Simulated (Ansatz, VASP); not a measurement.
**Ga in VASP and in Ansatz**

File INCAR:

```
  PREC = Accurate
  ENCUT = 520
  EDIFF = 1E-7
  ISMEAR = -1
  SIGMA = 0.08
  LREAL = False
  LASPH = True
  NELM = 100
  ALGO = Normal
  ISIF = 2
  LWAVE = False
  LCHARG = True
  GGA = PE
  LELF = True
  LVHAR = True
  NBANDS = 20
```

File KPOINTS:

```
Automatic mesh
0
Gamma
  17 17 17
```

The input POSCAR:

```
Ga
1.0
   -2.3360186131      2.3360186131      1.2240433368
    2.3360186131     -2.3360186131      1.2240433368
    2.3360186131      2.3360186131     -1.2240433368
Ga
2
Direct
   -0.3750000000     -0.1250000000     -0.2500000000
    0.3750000000      0.1250000000      0.2500000000
```

Input for Ansatz:

```yaml
crystal:
  lattice:
    - [-2.3360186131, 2.3360186131, 1.2240433368]
    - [2.3360186131, -2.3360186131, 1.2240433368]
    - [2.3360186131, 2.3360186131, -1.2240433368]
  atoms:
    - { symbol: Ga, position: [-0.375, -0.125, -0.25] }
    - { symbol: Ga, position: [0.375, 0.125, 0.25] }
kpoints:
  mp_grid: { grid: [17, 17, 17] }
scf:
  occupations: { method: fermi_dirac, width: 0.08 }
hamiltonian:
  xc: pbe
  pseudopotentials: { kind: paw }
output:
  forces: true
  stress: true
  eigenvalues: true
  populations: true
```

Change from the starting cell: volume scaled by 0.68, PAW files.

Alike in both runs: task single point; functional PBE; k mesh 17 × 17 × 17; occupations fermi-dirac, width 0.08 eV; no spin polarisation.

```csv
,VASP,Ansatz
version,VASP 6.6.1,Ansatz 0.2.0
potentials or method,"VASP PAW PBE potentials, release 64 (Ga_d)","PAW with Ansatz's default frozen-core files, scalar-relativistic"
plane-wave cutoff (eV),520,420
valence electrons in the cell,26,26
```

|  | VASP | Ansatz | Ansatz less VASP |
| --- | --- | --- | --- |
| pressure (GPa) | 49.1 | 48.6 | -0.44 |

Both programs put the cell under a high pressure, so it lies far from rest at this level.
